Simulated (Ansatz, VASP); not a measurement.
**B3As: VASP beside Ansatz**

```
B As
1.0
    -1.46037    1.46037    5.15406
     1.46037   -1.46037    5.15406
     1.46037    1.46037   -5.15406
B As
3 1
Direct
  0.50000 0.50000 0.00000
  0.25000 0.75000 0.50000
  0.75000 0.25000 0.50000
  0.00000 0.00000 0.00000
```

Alike in both runs: functional r2SCAN; k mesh 22 × 22 × 22; occupations gaussian, width 0.1 eV; no spin polarisation.

Ansatz relaxed the structure, and its values are those at the end. VASP's run is a single point on that final structure, the one shown.

```csv
,VASP,Ansatz
version,VASP 6.6.1,Ansatz 0.2.0
potentials or method,"VASP PAW PBE potentials, release 64 (B, As), cutoff 520 eV","scalar-relativistic, plane waves, PAW"
valence electrons in the cell,14,24
```

Ansatz gave:

```
gap on the k mesh at the Fermi level (eV) : none
pressure (GPa)                            : 0.0
```

Question: Estimate VASP's values.

Answer: gap on the k mesh at the Fermi level (eV): none; pressure (GPa): 0.2.

VASP's potentials were made for PBE, not for r2SCAN. A gap of «none» marks a metal or a gap that the smearing closes. The functional is the same, so the differences come from potentials, cutoffs and numerics. VASP's potentials hold 14 valence electrons a cell and Ansatz's 24, so a difference there can come from the potentials and not from the codes.
